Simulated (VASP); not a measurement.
# Os (Im-3m) in VASP: further runs, part 2 of 2

VASP 6.6.1. Earlier steps stand in the parts before.

## (3) Single point, PBE

This run uses another cell than the first one, of 16.16 Å³/atom.

INCAR reads:

```
PREC = Accurate
ENCUT = 600
EDIFF = 1E-6
ISMEAR = -1
SIGMA = 0.05
LREAL = F
LASPH = T
NELM = 120
ALGO = Normal
ISIF = 2
LWAVE = F
LCHARG = F
GGA = PE
NBANDS = 10
GGA_COMPAT = F
```

KPOINTS reads:

```
regular mesh
0
Gamma
  19 19 19
```

POSCAR reads:

```
Os
1.0
   -1.5926585409      1.5926585409      1.5926585409
    1.5926585409     -1.5926585409      1.5926585409
    1.5926585409      1.5926585409     -1.5926585409
Os
1
Direct
    0.0000000000      0.0000000000      0.0000000000
```

Potentials or basis: VASP PAW PBE potentials, release 64 (Os).

The run is started by

```
$ cat potpaw_PBE.64/Os/POTCAR > POTCAR
$ mpirun -np 1 vasp_std > vasp.out
```

OUTCAR:

```text
PREC = Accurate
   ENCUT = 600
   EDIFF = 1E-6
   ISMEAR = -1
   LREAL = F
   LASPH = T
   NELM = 120
   ISIF = 2
   GGA = PE

 ion  position               nearest neighbor table
   1  0.000  0.000  0.000-

  LATTYP: Found a body centered cubic cell.
 ALAT       =     3.1853170818

  Lattice vectors:

 A1 = (  -1.5926585409,   1.5926585409,   1.5926585409)
 A2 = (   1.5926585409,  -1.5926585409,   1.5926585409)
 A3 = (   1.5926585409,   1.5926585409,  -1.5926585409)

Analysis of symmetry for initial positions (statically):
=====================================================================
 Subroutine PRICEL returns:
 Original cell was already a primitive cell.

 Routine SETGRP: Setting up the symmetry group for a
 body centered cubic supercell.

 Subroutine GETGRP returns: Found 48 space group operations
 (whereof 48 operations were pure point group operations)
 out of a pool of 48 trial point group operations.

The static configuration has the point symmetry O_h .

Analysis of symmetry for dynamics (positions and initial velocities):
=====================================================================
 Subroutine PRICEL returns:
 Original cell was already a primitive cell.

 Routine SETGRP: Setting up the symmetry group for a
 body centered cubic supercell.

 Subroutine GETGRP returns: Found 48 space group operations
 (whereof 48 operations were pure point group operations)
 out of a pool of 48 trial point group operations.

The dynamic configuration has the point symmetry O_h .

 Subroutine INISYM returns: Found 48 space group operations
 (whereof 48 operations are pure point group operations),
 and found     1 'primitive' translations

----------------------------------------------------------------------------------------

                                     Primitive cell

  volume of cell :      16.1595
[... 109 lines left out ...]
  Fermi-wavevector in a.u.,A,eV,Ry     =   1.295077  2.447340 22.820013  1.677224
  Thomas-Fermi vector in A             =   2.426619
   LORBIT       =      0    0 simple, 1 ext, 2 COOP (PROOUT), +10 PAW based schemes
   GGA     = PE    functional components
   LHFCALC =     F    Hartree Fock is set to
   AEXX    =    0.0000 exact exchange contribution
   IVDW    =     0    specifies the selected vdW correction
   LEPSILON=     F    determine dielectric tensor
   LRPA    =     F    only Hartree local field effects (RPA)
 non-spin polarized calculation
  energy-cutoff  :      600.00
  volume of cell :       16.16
 maximum number of plane-waves:       559
 NGX is ok and might be reduce to    24
   NGX = 11   NGY = 11   NGZ = 11

 number of electron       8.0000000 magnetization

 Free energy of the ion-electron system (eV)
  ---------------------------------------------------
  ext. energy  EPLUGINS =         0.00000000
  ---------------------------------------------------
  free energy    TOTEN  =       -10.24583987 eV

  energy without entropy =      -10.23101510  energy(sigma->0) =      -10.23842748

 E-fermi :   7.6771     XC(G=0): -13.2222

 val. band max:        7.6708755913   @ k =   0.2105   0.1579   0.1053
 cond. band min:       7.6790480672   @ k =   0.1053   0.0526   0.0000
 fundamental gap:      0.0081724759
 Fermi energy:         7.6770520160

 k-point     1 :       0.0000    0.0000    0.0000
  band No.  band energies     occupation
      1      -2.2401      2.00000
      2       4.7978      2.00000
      3       4.7978      2.00000
      4       4.7978      2.00000
      5       7.6205      1.51180
      6       7.6205      1.51179
      7      23.7619      0.00000
      8      23.7619      0.00000
      9      23.7619      0.00000
     10      34.1643      0.00000
[... 287 lines left out ...]
 k-point    24 :       0.3158    0.1053   -0.0000
  band No.  band energies     occupation
      1       1.2234      2.00000
      2       3.3594      2.00000
      3       5.0386      2.00000
      4       7.3057      1.99881
      5       8.1206      0.00028
      6       9.7043      0.00000
      7      17.9797      0.00000
      8      21.2602      0.00000
      9      24.3457      0.00000
     10      29.6761      0.00000

 [... further k-points ...]

------------------------ aborting loop because EDIFF is reached ----------------------------------------

  FORCE on cell =-STRESS in cart. coord.  units (eV):
  Direction    XX          YY          ZZ          XY          YZ          ZX
  --------------------------------------------------------------------------------------
  -------------------------------------------------------------------------------------
  Total       -2.5731026     -2.5731026     -2.5731026      0.0000000      0.0000000      0.0000000
  in kB     -255.1171558   -255.1171558   -255.1171558      0.0000000      0.0000000      0.0000000
  external PRESSURE =    -255.1171558 kB  Pullay stress =       0.0000000 kB

 VOLUME and BASIS-vectors are now :
 -----------------------------------------------------------------------------
  energy-cutoff  :      600.00
  volume of cell :       16.16
      direct lattice vectors                 reciprocal lattice vectors
    -1.592658541  1.592658541  1.592658541     0.000000000  0.313940488  0.313940488
     1.592658541 -1.592658541  1.592658541     0.313940488  0.000000000  0.313940488
     1.592658541  1.592658541 -1.592658541     0.313940488  0.313940488  0.000000000

 POSITION                                       TOTAL-FORCE (eV/Angst)
 -----------------------------------------------------------------------------------
      0.00000      0.00000      0.00000        -0.000000     -0.000000      0.000000
 -----------------------------------------------------------------------------------
    total drift:                                0.000000      0.000000     -0.000000

  FREE ENERGIE OF THE ION-ELECTRON SYSTEM (eV)
  ---------------------------------------------------
  free  energy   TOTEN  =       -10.2458398701 eV

  energy  without entropy=      -10.2310150974  energy(sigma->0) =      -10.23842748
```

stdout:

```text
POSCAR found type information on POSCAR Os
 POSCAR found :  1 types and       1 ions
 scaLAPACK will be used
 LDA part: xc-table for (Slater+PW92), standard interpolation
 POSCAR, INCAR and KPOINTS ok, starting setup
 FFT: planning ... GRIDC
 FFT: planning ... GRID_SOFT
 FFT: planning ... GRID
 WAVECAR not read
 entering main loop
```

It took 38 s on 1 thread of Intel Xeon 8259CL, shared host; peak memory 0.17 GiB.

Results:

```
Free energy            : -10.2458 eV
Pressure               : -25.5 GPa
Band gap on the k mesh : zero (bands 4 and 5 overlap by 3.76 eV)
```

Levels at points of the mesh, in eV from the Fermi level:
```
           k point  band 2  band 3  band 4  band 5  band 6  band 7
(0.00, 0.00, 0.00)   -2.88   -2.88   -2.88   -0.06   -0.06   16.08
```

Caveat: the cell stands under tension; spin-orbit coupling is left out, which moves the levels of the heavy elements.

## (4) Relaxation of cell and atoms, PBE

This run uses another cell than the first one, of 14.28 Å³/atom.

INCAR reads:

```
PREC = Accurate ; ENCUT = 600
EDIFF = 1E-7 ; ISMEAR = -1
SIGMA = 0.05 ; LREAL = F
LASPH = T ; NELM = 120
ALGO = Normal ; ISIF = 3
LWAVE = F ; LCHARG = F
GGA = PE ; IBRION = 2
NSW = 60 ; EDIFFG = -0.005
GGA_COMPAT = F ; NELMIN = 4
```

KPOINTS is that of step 3.

POSCAR reads:

```
Os
1.0
   -1.5284210575      1.5284210575      1.5284210575
    1.5284210575     -1.5284210575      1.5284210575
    1.5284210575      1.5284210575     -1.5284210575
Os
1
Direct
    0.0000000000      0.0000000000      0.0000000000
```

Potentials or basis: VASP PAW PBE potentials, release 64 (Os).

The run is started by

```
$ cat potpaw_PBE.64/Os/POTCAR > POTCAR
$ mpirun -np 1 vasp_std > vasp.out
```

OUTCAR:

```text
PREC = Accurate
   ENCUT = 600
   EDIFF = 1E-7
   ISMEAR = -1
   LREAL = F
   LASPH = T
   NELM = 120
   ISIF = 3
   GGA = PE
   IBRION = 2
   NSW = 60
   EDIFFG = -0.005
   NELMIN = 4

 ion  position               nearest neighbor table
   1  0.000  0.000  0.000-

  LATTYP: Found a body centered cubic cell.
 ALAT       =     3.0568421150

  Lattice vectors:

 A1 = (  -1.5284210575,   1.5284210575,   1.5284210575)
 A2 = (   1.5284210575,  -1.5284210575,   1.5284210575)
 A3 = (   1.5284210575,   1.5284210575,  -1.5284210575)

Analysis of symmetry for initial positions (statically):
=====================================================================
 Subroutine PRICEL returns:
 Original cell was already a primitive cell.

 Routine SETGRP: Setting up the symmetry group for a
 body centered cubic supercell.

[... 286 lines left out ...]

 k-point     1 :       0.0000    0.0000    0.0000
  band No.  band energies     occupation
      1      -1.7914      2.00000
      2       5.6730      2.00000
      3       5.6730      2.00000
      4       5.6730      2.00000
      5       8.8632      1.69527
      6       8.8632      1.69527
      7      25.1257      0.00000
      8      25.1257      0.00000
[... 243 lines left out ...]
 k-point    24 :       0.3158    0.1053   -0.0000
  band No.  band energies     occupation
      1       1.7785      2.00000
      2       4.0252      2.00000
      3       5.9903      2.00000
      4       8.5216      1.99961
      5       9.4761      0.00005
      6      11.2684      0.00000
      7      20.2472      0.00000
      8      22.9152      0.00000

 [... further k-points ...]

------------------------ aborting loop because EDIFF is reached ----------------------------------------

  FORCE on cell =-STRESS in cart. coord.  units (eV):
  Direction    XX          YY          ZZ          XY          YZ          ZX
  --------------------------------------------------------------------------------------
  -------------------------------------------------------------------------------------
  Total       -0.0038478     -0.0038478     -0.0038478     -0.0000000     -0.0000000      0.0000000
  in kB       -0.4169355     -0.4169355     -0.4169355     -0.0000000     -0.0000000      0.0000000
  external PRESSURE =      -0.4169355 kB  Pullay stress =       0.0000000 kB
[... 16 lines left out ...]
  FREE ENERGIE OF THE ION-ELECTRON SYSTEM (eV)
  ---------------------------------------------------
  free  energy   TOTEN  =       -10.3648416920 eV

  energy  without entropy=      -10.3519048153  energy(sigma->0) =      -10.35837325

 reached required accuracy - stopping structural energy minimisation
```

Run time: 77 s. Hardware: 1 thread of Intel Xeon 8259CL, shared host; peak memory 0.17 GiB.

What came out:

- Free energy: -10.3648 eV
- Relaxed volume: 14.79 Å³/atom
- Relaxed cell: a = 2.678 Å, b = 2.678 Å, c = 2.678 Å, α = 109.47°, β = 109.47°, γ = 109.47°
- Space group after relaxing (to 0.1 Å): Im-3m (No. 229)
- Energy gained by relaxing: 20.4 meV/atom
- Ionic steps: 4
- Pressure after relaxing: 0.0 GPa
- Band gap on the k mesh: zero (bands 4 and 5 overlap by 4.40 eV)

Step by step:
```
step  energy change (eV)  largest force (eV/Å)  pressure (GPa)  volume (Å³)
   1              0.0000                0.0000           13.49        14.28
   2              0.2429                0.0000          -34.55        16.92
   3             -0.0203                0.0000           -0.77        14.82
   4             -0.0204                0.0000           -0.04        14.79
```

Final structure:
```
Os
1.0
    -1.54620    1.54620    1.54620
     1.54620   -1.54620    1.54620
     1.54620    1.54620   -1.54620
Os
1
Direct
  0.00000 0.00000 0.00000
```

Caveat: spin-orbit coupling is left out, which moves the levels of the heavy elements.

## (5) Relaxation of cell and atoms, PBE

INCAR reads:

```
SYSTEM = Os
PREC = Accurate
ENCUT = 600
EDIFF = 1E-7
ISMEAR = -1
SIGMA = 0.05
LREAL = .False.
LASPH = .True.
NELM = 120
ALGO = Normal
ISIF = 3
LWAVE = .False.
LCHARG = .False.
GGA = PE
IBRION = 2
NSW = 45
EDIFFG = -0.005
GGA_COMPAT = .False.
NELMIN = 4
```

KPOINTS reads:

```
regular mesh
0
Gamma
  19 19 19
  0 0 0
```

POSCAR reads:

```
Os
1.0
   -1.5459096616      1.5459096616      1.5459096616
    1.5459096616     -1.5459096616      1.5459096616
    1.5459096616      1.5459096616     -1.5459096616
Os
1
Direct
    0.0000000000      0.0000000000      0.0000000000
```

The run is started by

```
$ cat potpaw_PBE.64/Os/POTCAR > POTCAR
$ mpirun -np 1 vasp_std > vasp.out
```

Wall time 60 s (1 thread of Intel Xeon 8259CL, shared host); peak memory 0.17 GiB.

The run converged. Its results:

```
Free energy                           : -10.3650 eV
Relaxed volume                        : 14.78 Å³/atom
Relaxed cell                          : a = 2.678 Å, b = 2.678 Å, c = 2.678 Å, α = 109.47°, β = 109.47°, γ = 109.47°
Space group after relaxing (to 0.1 Å) : Im-3m (No. 229)
Energy gained by relaxing             : 0.0 meV/atom
Ionic steps                           : 3
Pressure after relaxing               : 0.0 GPa
Band gap on the k mesh                : zero (bands 4 and 5 overlap by 4.40 eV)
```

Final structure:
```
CELL_PARAMETERS angstrom
-1.54615 1.54615 1.54615
1.54615 -1.54615 1.54615
1.54615 1.54615 -1.54615
ATOMIC_POSITIONS crystal
Os 0.00000 0.00000 0.00000
```

Levels at points of the mesh, in eV from the Fermi level:
```csv
k point,band 1,band 2,band 3,band 4,band 5,band 6,band 7,band 8
"(0.00, 0.00, 0.00)",-10.74,-3.28,-3.28,-3.28,-0.09,-0.09,16.18,16.18
```

Caveat: spin-orbit coupling is left out, which moves the levels of the heavy elements.

## (6) The runs side by side

```csv
task,cell,gap on the mesh (eV),pressure (GPa),relaxed volume (Å³/atom)
single point,"a = 2.678 Å, angles 109.5°, 1 atom",none,0.2,-
single point,"a = 2.759 Å, angles 109.5°, 1 atom",none,-25.5,-
relaxation of cell and atoms,"relaxed from a = 2.647 Å, angles 109.5°, 1 atom",none,0.0,14.79
relaxation of cell and atoms,"relaxed from a = 2.678 Å, angles 109.5°, 1 atom",none,0.0,14.78
```

Alike in all rows: level PBE; potentials or basis VASP PAW PBE potentials, release 64 (Os); no spin polarisation; k mesh 19 × 19 × 19; cutoff (eV) 600; smearing fermi-dirac 0.05 eV.

Caveats: spin-orbit coupling is left out, which moves the levels of the heavy elements; the cell stands under tension (at least some runs).

Total energies depend on the potentials used, so only differences within one code and one set of settings carry meaning.
